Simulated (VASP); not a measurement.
Here is a VASP 6.6.1 calculation.

Contents of INCAR:

```
ALGO = Normal
EDIFF = 1E-7
EDIFFG = -0.005
ENCUT = 600
GGA = CA
IBRION = 2
ISIF = 4
ISMEAR = -1
LASPH = T
LCHARG = F
LREAL = F
LWAVE = F
NELM = 60
NSW = 50
PREC = Accurate
SIGMA = 0.08
```

The input KPOINTS:

```
k-points
0
Gamma
  16 16 9
```

POSCAR

```
Pt
1.0
    2.6397521252      0.0000000000      0.0000000000
   -1.3198760626      2.2860924001      0.0000000000
    0.0000000000      0.0000000000      4.5307676952
Pt
2
Direct
    0.3333333333      0.6666666667      0.2500000000
    0.6666666667      0.3333333333      0.7500000000
```

Potentials or basis: VASP PAW LDA potentials, release 64 (Pt).

Launch:

```bash
$ cat potpaw_LDA.64/Pt/POTCAR > POTCAR
$ mpirun -np 1 vasp_std > vasp.out
```

Q: What does it give for the band gap on the k mesh?

A: Zero (band 10 reaches 13.72 eV, above the bottom of band 11 at 12.17 eV).

The path:
```csv
step,energy change (eV),largest force (eV/Å),pressure (GPa),volume (Å³)
1,0.0000,0.0000,32.60,27.34
2,-0.0016,0.0000,32.31,27.34
3,-0.0020,0.0000,32.37,27.34
```

Caveat: spin-orbit coupling is left out, which moves the levels of the heavy elements.
